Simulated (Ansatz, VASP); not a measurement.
## Two plane-wave programs on Ga

```
Ga
1.0
     1.38300   -4.02650    0.00000
     1.38300    4.02650    0.00000
    -0.11745    0.00000    3.32993
Ga
2
Direct
  0.13100 0.86900 0.75000
  0.86900 0.13100 0.25000
```

Alike in both runs: task single point; functional PBE; k mesh 10 × 10 × 8; occupations gaussian, width 0.011 eV; no spin polarisation.

|  | VASP | Ansatz |
| --- | --- | --- |
| version | VASP 6.6.1 | Ansatz 0.2.0 |
| potentials or method | VASP PAW PBE potentials, release 64 (Ga_d) | Ansatz PAW |
| plane-wave cutoff (eV) | 520 | 420 |
| valence electrons in the cell | 26 | 26 |

VASP gave:

| Item | Value |
| --- | --- |
| gap on the k mesh at the Fermi level (eV) | none |
| pressure (GPa) | 1.5 |
| traceless stress, the component that is largest in VASP (GPa) | -1.20 |
| rms of the force components (eV/Å) | 0.126 |

Task: What did Ansatz give for the same quantities?

Result: gap on the k mesh at the Fermi level (eV): none; pressure (GPa): 1.6; traceless stress, the component that is largest in VASP (GPa): -1.18; rms of the force components (eV/Å): 0.125.

Atom by atom the forces differ by 0.001 eV/Å (rms over components). A gap of «none» marks a metal or a gap that the smearing closes.
